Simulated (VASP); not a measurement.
# Al (P6_3/mmc) in VASP: notebook, part 2 of 2

VASP 6.6.1. Earlier steps stand in the parts before.

### Step 4. Single point, PBE+D3(BJ)

INCAR reads:

```
PREC = Accurate
ENCUT = 520
EDIFF = 1E-7
ISMEAR = -1
SIGMA = 0.08
LREAL = F
LASPH = T
NELM = 60
ALGO = Normal
ISIF = 2
LWAVE = F
LCHARG = T
GGA = PE
IVDW = 12
LELF = T
LVHAR = T
NBANDS = 14
```

KPOINTS reads:

```
regular mesh
0
Gamma
  14 14 4
```

POSCAR reads:

```
Al
1.0
    2.6996866148      0.0000000000      0.0000000000
   -1.3498433074      2.3379971906      0.0000000000
    0.0000000000      0.0000000000      8.9147740104
Al
4
Direct
    0.0000000000      0.0000000000      0.0000000000
    0.0000000000      0.0000000000      0.5000000000
    0.3333333333      0.6666666667      0.2500000000
    0.6666666667      0.3333333333      0.7500000000
```

Potentials or basis: VASP PAW PBE potentials, release 64 (Al).

Command:

```console
$ cat potpaw_PBE.64/Al/POTCAR > POTCAR
$ mpirun -np 1 vasp_std > vasp.out
```

OUTCAR:

```text
PREC = Accurate
   ENCUT = 520
   EDIFF = 1E-7
   ISMEAR = -1
   LREAL = F
   LASPH = T
   NELM = 60
   ISIF = 2
   GGA = PE
   IVDW = 12
 IVDW          = 12

 ion  position               nearest neighbor table
   1  0.000  0.000  0.000-   3 2.72   4 2.72   3 2.72   4 2.72   4 2.72   3 2.72
   2  0.000  0.000  0.500-   3 2.72   4 2.72   3 2.72   4 2.72   4 2.72   3 2.72
   3  0.333  0.667  0.250-   1 2.72   2 2.72   1 2.72   2 2.72   1 2.72   2 2.72
   4  0.667  0.333  0.750-   1 2.72   2 2.72   1 2.72   2 2.72   1 2.72   2 2.72

  LATTYP: Found a hexagonal cell.
 ALAT       =     2.6996866148
 C/A-ratio  =     3.3021514281

  Lattice vectors:

 A1 = (   2.6996866148,   0.0000000000,   0.0000000000)
 A2 = (  -1.3498433074,   2.3379971906,   0.0000000000)
 A3 = (   0.0000000000,   0.0000000000,   8.9147740104)

Analysis of symmetry for initial positions (statically):
=====================================================================
 Subroutine PRICEL returns:
 Original cell was already a primitive cell.

 Routine SETGRP: Setting up the symmetry group for a
 hexagonal supercell.

 Subroutine GETGRP returns: Found 24 space group operations
 (whereof 12 operations were pure point group operations)
 out of a pool of 24 trial point group operations.

The static configuration has the point symmetry D_3d.
 The point group associated with its full space group is D_6h.

Analysis of symmetry for dynamics (positions and initial velocities):
=====================================================================
 Subroutine PRICEL returns:
 Original cell was already a primitive cell.

 Routine SETGRP: Setting up the symmetry group for a
 hexagonal supercell.

 Subroutine GETGRP returns: Found 24 space group operations
 (whereof 12 operations were pure point group operations)
 out of a pool of 24 trial point group operations.

The dynamic configuration has the point symmetry D_3d.
 The point group associated with its full space group is D_6h.

 Subroutine INISYM returns: Found 24 space group operations
 (whereof 12 operations are pure point group operations),
 and found     1 'primitive' translations

----------------------------------------------------------------------------------------

                                     Primitive cell

  volume of cell :      56.2688

  direct lattice vectors                    reciprocal lattice vectors
     2.699686615  0.000000000  0.000000000     0.370413364  0.213858255  0.000000000
    -1.349843307  2.337997191  0.000000000     0.000000000  0.427716511  0.000000000
     0.000000000  0.000000000  8.914774010     0.000000000  0.000000000  0.112173343

  length of vectors
     2.699686615  2.699686615  8.914774010     0.427716511  0.427716511  0.112173343

  position of ions in fractional coordinates (direct lattice)
     0.000000000  0.000000000  0.000000000
     0.000000000  0.000000000  0.500000000
     0.333333333  0.666666667  0.250000000
     0.666666667  0.333333333  0.750000000

  ion indices of the primitive-cell ions
   primitive index   ion index
                 1           1
                 2           2
                 3           3
                 4           4

[... 54 lines left out ...]
   number of dos      NEDOS =    301   number of ions     NIONS =      4
   total plane-waves  NPLWV =  28000
   dimension x,y,z NGX =    20 NGY =   20 NGZ =   70
   dimension x,y,z NGXF=    40 NGYF=   40 NGZF=  140
   ions per type =               4
   NGX,Y,Z   is equivalent  to a cutoff of  12.32, 12.32, 13.05 a.u.
   NGXF,Y,Z  is equivalent  to a cutoff of  24.63, 24.63, 26.11 a.u.
 SYSTEM =  unknown system
   PREC   = accura    normal or accurate (medium, high low for compatibility)
   ISTART =      0    job   : 0-new  1-cont  2-samecut
   ICHARG =      2    charge: 1-file 2-atom 10-const
   ISPIN  =      1    spin polarized calculation?
   LNONCOLLINEAR =      F non collinear calculations
   LSORBIT =      F    spin-orbit coupling
   LASPH  =      T    aspherical Exc in radial PAW
   ENCUT  =  520.0 eV  38.22 Ry    6.18 a.u.   5.02  5.02 16.58*2*pi/ulx,y,z
   NELM   =     60;   NELMIN=  2; NELMDL= -5     # of ELM steps
   EDIFF  = 0.1E-06   stopping-criterion for ELM
   LREAL  =      F    real-space projection
   EDIFFG = 0.1E-05   stopping-criterion for IOM
   NSW    =      0    number of steps for IOM
   IBRION =     -1    ionic relax: 0-MD 1-quasi-New 2-CG
   NFREE  =      0    steps in history (QN), initial steepest desc. (CG)
   ISIF   =      2    stress and relaxation
   ISYM   =      2    0-nonsym 1-usesym 2-fastsym
   POTIM  = 0.5000    time-step for ionic-motion
   TEBEG  =    0.0;   TEEND  =   0.0 temperature during run
   PSTRESS=    0.0 pullay stress
   NELECT =      12.0000    total number of electrons
   NUPDOWN=      -1.0000    fix difference up-down
   EMIN   =  10.00;   EMAX   =-10.00  energy-range for DOS
   EFERMI =   0.00;   METHOD = LEGACY
   ISMEAR =    -1;   SIGMA  =   0.08  broadening in eV -4-tet -1-fermi 0-gaus
   EFERMI_NEDOS =   21; number of points for ismear=-14 and -15
   IALGO  =     38    algorithm
   IMIX   =      4    mixing-type and parameters
     AMIX     =   0.40;   BMIX     =  1.00
     AMIX_MAG =   1.60;   BMIX_MAG =  1.00
  volume/ion in A,a.u.               =      14.07        94.93
  Fermi-wavevector in a.u.,A,eV,Ry     =   0.978091  1.848324 13.016182  0.956662
  Thomas-Fermi vector in A             =   2.108840
   LORBIT       =      0    0 simple, 1 ext, 2 COOP (PROOUT), +10 PAW based schemes
   GGA     = PE    functional components
   LHFCALC =     F    Hartree Fock is set to
   AEXX    =    0.0000 exact exchange contribution
   IVDW    =    12    specifies the selected vdW correction
   LEPSILON=     F    determine dielectric tensor
   LRPA    =     F    only Hartree local field effects (RPA)
 non-spin polarized calculation
  energy-cutoff  :      520.00
  volume of cell :       56.27
 maximum number of plane-waves:      1536
 NGX is ok and might be reduce to    20
   NGX =  9   NGY =  9   NGZ = 33

 number of electron      12.0000000 magnetization

 Free energy of the ion-electron system (eV)
  ---------------------------------------------------
  ext. energy  EPLUGINS =         0.00000000
  ---------------------------------------------------
  free energy    TOTEN  =       -14.46562502 eV

  energy without entropy =      -14.43706378  energy(sigma->0) =      -14.45134440

 E-fermi :   9.7734     XC(G=0): -10.7889

 val. band max:        9.7484873418   @ k =   0.2857   0.0714   0.5000
 cond. band min:       9.7776578137   @ k =   0.2857   0.2143   0.0000
 fundamental gap:      0.0291704719
 Fermi energy:         9.7733891940

 k-point     1 :       0.0000    0.0000    0.0000
  band No.  band energies     occupation
      1      -2.5153      2.00000
      2      -0.6702      2.00000
      3      -0.6667      2.00000
      4       4.4542      2.00000
      5       5.0150      2.00000
      6      13.3131      0.00000
      7      13.3271      0.00000
      8      21.8355      0.00000
      9      21.8355      0.00000
     10      21.8830      0.00000
     11      21.8830      0.00000
     12      22.7710      0.00000
     13      22.7772      0.00000
     14      22.7830      0.00000
[... 377 lines left out ...]
      1       5.5847      2.00000
      2       5.5936      2.00000
      3       6.8241      2.00000
      4       6.8954      2.00000
      5       7.2910      2.00000
      6       7.5989      2.00000
      7       7.9045      2.00000
      8       9.2664      1.99647
      9       9.6410      1.67896
     10      12.0079      0.00000
     11      12.5082      0.00000
     12      13.3374      0.00000
     13      13.8428      0.00000
     14      14.1096      0.00000

 [... further k-points ...]

------------------------ aborting loop because EDIFF is reached ----------------------------------------

 Edisp (eV)   -1.58841

 E8    (eV) :    -0.7122

  FORCE on cell =-STRESS in cart. coord.  units (eV):
  Direction    XX          YY          ZZ          XY          YZ          ZX
  --------------------------------------------------------------------------------------
  -------------------------------------------------------------------------------------
  Total       4.66727     4.66727     4.65300     0.00000    -0.00000     0.00000
  in kB     132.89401   132.89401   132.48784     0.00000    -0.00000     0.00000
  external pressure =      132.76 kB  Pullay stress =        0.00 kB

 VOLUME and BASIS-vectors are now :
 -----------------------------------------------------------------------------
  energy-cutoff  :      520.00
  volume of cell :       56.27
      direct lattice vectors                 reciprocal lattice vectors
     2.699686615  0.000000000  0.000000000     0.370413364  0.213858255  0.000000000
    -1.349843307  2.337997191  0.000000000     0.000000000  0.427716511  0.000000000
     0.000000000  0.000000000  8.914774010     0.000000000  0.000000000  0.112173343

 POSITION                                       TOTAL-FORCE (eV/Angst)
 -----------------------------------------------------------------------------------
      0.00000      0.00000      0.00000         0.000000      0.000000      0.000000
      0.00000      0.00000      4.45739         0.000000      0.000000      0.000000
     -0.00000      1.55866      2.22869         0.000000      0.000000      0.000000
      1.34984      0.77933      6.68608        -0.000000      0.000000     -0.000000
 -----------------------------------------------------------------------------------
    total drift:                               -0.000000      0.000000     -0.000000

  FREE ENERGIE OF THE ION-ELECTRON SYSTEM (eV)
  ---------------------------------------------------
  free  energy   TOTEN  =       -16.0540375653 eV

  energy  without entropy=      -16.0254763261  energy(sigma->0) =      -16.03975695
```

Wall time 19 s (1 thread of Intel Xeon 6975P-C (Granite Rapids), shared host); peak memory 0.19 GiB.

What came out:

```yaml
Free_energy: -16.0540 eV
Pressure: 13.3 GPa
Band_gap_on_the_k_mesh: zero (band 6 reaches 13.79 eV, above the bottom of band 7 at 7.90 eV)
Dispersion_energy_per_atom: -0.397 eV
```

Caveat: three body term missing; pairwise dispersion overbinds metals, which lowers pressure and volume.

### Step 5. Single point, PBE

This run uses another cell than the first one, of 16.55 Å³/atom, 1.176 times its volume.

INCAR reads:

```
PREC = Accurate
ENCUT = 520
EDIFF = 1E-7
ISMEAR = -1
SIGMA = 0.08
LREAL = F
LASPH = T
NELM = 80
ALGO = Normal
ISIF = 2
LWAVE = F
LCHARG = F
GGA = PE
NBANDS = 14
```

KPOINTS reads:

```
Automatic mesh
0
Gamma
  14 14 4
```

POSCAR reads:

```
Al
1.0
    2.8404580116      0.0000000000      0.0000000000
   -1.4202290058      2.4599087964      0.0000000000
    0.0000000000      0.0000000000      9.4741743259
Al
4
Direct
    0.0000000000      0.0000000000      0.0000000000
    0.0000000000      0.0000000000      0.5000000000
    0.3333333333      0.6666666667      0.2500000000
    0.6666666667      0.3333333333      0.7500000000
```

Command:

```console
$ cat potpaw_PBE.64/Al/POTCAR > POTCAR
$ mpirun -np 1 vasp_std > vasp.out
```

It took 22 s on 1 thread of Intel Xeon 6975P-C (Granite Rapids), shared host; peak memory 0.2 GiB.

The run converged. Its results:

* Free energy: -14.9463 eV
* Pressure: 0.0 GPa
* Band gap on the k mesh: zero (band 6 reaches 11.58 eV, above the bottom of band 7 at 6.20 eV)

Levels at points of the mesh, in eV from the Fermi level:
```csv
k point,band 4,band 5,band 6,band 7,band 8,band 9
"(0.00, 0.00, 0.00)",-4.71,-4.66,3.02,3.03,10.94,10.94
"(0.50, 0.00, 0.00)",-3.84,-3.31,-3.23,0.80,1.09,1.25
"(0.00, 0.00, 0.50)",-7.48,-1.17,-1.17,7.77,7.77,11.25
"(0.50, 0.00, 0.50)",-4.74,-1.89,-1.89,-1.24,-1.24,4.33
```

### Step 6. Summary

```tsv
level	cell	gap on the mesh (eV)	pressure (GPa)
PBE	a = 2.700, b = 2.700, c = 8.915 Å, angles 90.0, 90.0, 120.0°, 4 atoms	none	18.0
PBE+D3(BJ)	a = 2.700, b = 2.700, c = 8.915 Å, angles 90.0, 90.0, 120.0°, 4 atoms	none	13.3
PBE	a = 2.840, b = 2.840, c = 9.474 Å, angles 90.0, 90.0, 120.0°, 4 atoms	none	0.0
```

Alike in all rows: task single point; potentials or basis VASP PAW PBE potentials, release 64 (Al); no spin polarisation; k mesh 14 × 14 × 4; cutoff (eV) 520; smearing fermi-dirac 0.08 eV.

Caveats: three body term missing (some runs); pairwise dispersion overbinds metals, which lowers pressure and volume (some runs).

Absolute energies hang on the potentials; compare differences alone.
